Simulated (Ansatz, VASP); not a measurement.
# BN: VASP beside Ansatz

INCAR

```
PREC = Accurate
ENCUT = 520
EDIFF = 1E-6
ISMEAR = 0
SIGMA = 0.02
LREAL = False
LASPH = True
NELM = 100
ALGO = Normal
ISIF = 2
LWAVE = False
LCHARG = False
GGA = PE
NBANDS = 11
```

File KPOINTS:

```
regular mesh
0
Gamma
  12 12 12
```

POSCAR

```
BN
1.0
    0.0000000000      1.7367372868      1.7367372868
    1.7367372868      0.0000000000      1.7367372868
    1.7367372868      1.7367372868      0.0000000000
B N
1 1
Direct
    0.2500000000      0.2500000000      0.2500000000
    0.5000000000      0.5000000000      0.5000000000
```

Input for Ansatz:

```yaml
crystal:
  lattice:
    - [0.0, 1.7367372868, 1.7367372868]
    - [1.7367372868, 0.0, 1.7367372868]
    - [1.7367372868, 1.7367372868, 0.0]
  atoms:
    - { symbol: B, position: [0.25, 0.25, 0.25] }
    - { symbol: "N", position: [0.5, 0.5, 0.5] }
basis:
  ecutwfc: 420
kpoints:
  mp_grid: { grid: [12, 12, 12] }
hamiltonian:
  xc: pbe
scf:
  occupations: { method: gaussian, width: 0.02 }
output:
  forces: true
  stress: true
  eigenvalues: true
```

Alike in both runs: task single point; functional PBE; k mesh 12 × 12 × 12; occupations gaussian, width 0.02 eV; no spin polarisation.

```csv
,VASP,Ansatz
version,VASP 6.6.1,Ansatz 0.2.0
potentials or method,"VASP PAW PBE potentials, release 64 (B, N), cutoff 520 eV","scalar-relativistic, plane waves, PAW"
valence electrons in the cell,8,8
```

|  | VASP | Ansatz | Ansatz less VASP |
| --- | --- | --- | --- |
| gap on the k mesh at the Fermi level (eV) | 4.58 | 4.59 | +0.015 |
| least direct gap on the mesh (eV) | 9.39 | 9.41 | +0.013 |
